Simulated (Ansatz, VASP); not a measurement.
**As2F in VASP and in Ansatz**

```
As F
1.0
    -3.16795    3.16795    2.63701
     3.16795   -3.16795    2.63701
     3.16795    3.16795   -2.63701
As F
4 2
Cartesian
  1.0581 4.2260 0.0000
  2.1099 1.0581 0.0000
  2.1099 -1.0581 2.6370
  1.0581 2.1099 2.6370
  0.0000 0.0000 1.3185
  0.0000 0.0000 3.9555
```

Alike in both runs: task single point; functional PBE; k mesh 4 × 4 × 4; occupations gaussian, width 0.1 eV; no spin polarisation.

|  | VASP | Ansatz |
| --- | --- | --- |
| version | VASP 6.6.1 | Ansatz 0.2.0 |
| potentials or method | VASP PAW PBE potentials, release 64 (As, F), cutoff 520 eV | scalar-relativistic, plane waves, PAW |
| valence electrons in the cell | 34 | 74 |

|  | VASP | Ansatz | Ansatz less VASP |
| --- | --- | --- | --- |
| gap on the k mesh at the Fermi level (eV) | none | none | - |
| pressure (GPa) | -5.9 | -5.8 | +0.14 |
| traceless stress, the component that is largest in VASP (GPa) | -0.49 | -0.50 | -0.011 |
| rms of the force components (eV/Å) | 0.099 | 0.100 | +0.0006 |

Atom by atom the forces differ by 0.001 eV/Å (rms over components). A gap of «none» marks a metal or a gap that the smearing closes. VASP's potentials hold 34 valence electrons a cell and Ansatz's 74, so a difference there can come from the potentials and not from the codes.

The k mesh is coarse, so the values compare programs but aren't converged.
